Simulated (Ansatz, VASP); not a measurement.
**Mg3Sn2N2 in VASP and in Ansatz**

```xyz
7
Lattice="6.3534 0.0000 0.0000 -3.1767 5.5022 0.0000 0.0000 0.0000 5.6215" Properties=species:S:1:pos:R:3 pbc="T T T"
Mg    3.1767    0.0000    2.8107
Mg   -1.5883    2.7511    2.8107
Mg    1.5883    2.7511    2.8107
Sn    0.0000    3.6681   -0.0156
Sn    3.1767    1.8341    5.6371
N     0.0000    3.6681    2.1335
N     3.1767    1.8341    3.4879
```

Alike in both runs: functional PBE; k mesh 4 × 4 × 3; occupations gaussian, width 0.2 eV; no spin polarisation.

Ansatz relaxed the structure, and its values are those at the end. VASP's run is a single point on that final structure, the one shown.

|  | VASP | Ansatz |
| --- | --- | --- |
| version | VASP 6.6.1 | Ansatz 0.2.0 |
| potentials or method | VASP PAW PBE potentials, release 64 (Mg, Sn_d, N), cutoff 520 eV | scalar-relativistic, plane waves, PAW |
| valence electrons in the cell | 44 | 68 |

VASP gave:

- gap on the k mesh at the Fermi level (eV): none
- pressure (GPa): 0.0
- rms of the force components (eV/Å): 0.019

Estimate Ansatz's values.

gap on the k mesh at the Fermi level (eV): none; pressure (GPa): 0.0; rms of the force components (eV/Å): 0.016.

A gap of «none» marks a metal or a gap that the smearing closes. VASP's potentials hold 44 valence electrons a cell and Ansatz's 68, so a difference there can come from the potentials and not from the codes.

The k mesh is coarse, so the values compare programs but aren't converged.
